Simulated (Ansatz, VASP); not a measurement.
**One calculation of AlN, two programs**

```
Al N
1.0
     3.10667    0.00000    0.00000
    -1.55333    2.69045    0.00000
     0.00000    0.00000    9.95681
Al N
4 4
Direct
  0.33333 0.66667 0.00085
  0.33333 0.66667 0.50085
  0.66667 0.33333 0.25085
  0.66667 0.33333 0.75085
  0.33333 0.66667 0.19165
  0.33333 0.66667 0.69165
  0.66667 0.33333 0.44165
  0.66667 0.33333 0.94165
```

Alike in both runs: task single point; functional r2SCAN; k mesh 12 × 12 × 2; occupations gaussian, width 0.05 eV; no spin polarisation.

|  | VASP | Ansatz |
| --- | --- | --- |
| version | VASP 6.6.1 | Ansatz 0.2.0 |
| potentials or method | VASP PAW PBE potentials, release 64 (Al, N), cutoff 520 eV | scalar-relativistic, plane waves, PAW |
| valence electrons in the cell | 32 | 32 |

```tsv
	VASP	Ansatz	Ansatz less VASP
gap on the k mesh at the Fermi level (eV)	4.92	4.88	-0.040
least direct gap on the mesh (eV)	4.92	4.88	-0.040
pressure (GPa)	-0.4	0.0	+0.40
```

VASP's potentials were made for PBE, not for r2SCAN.
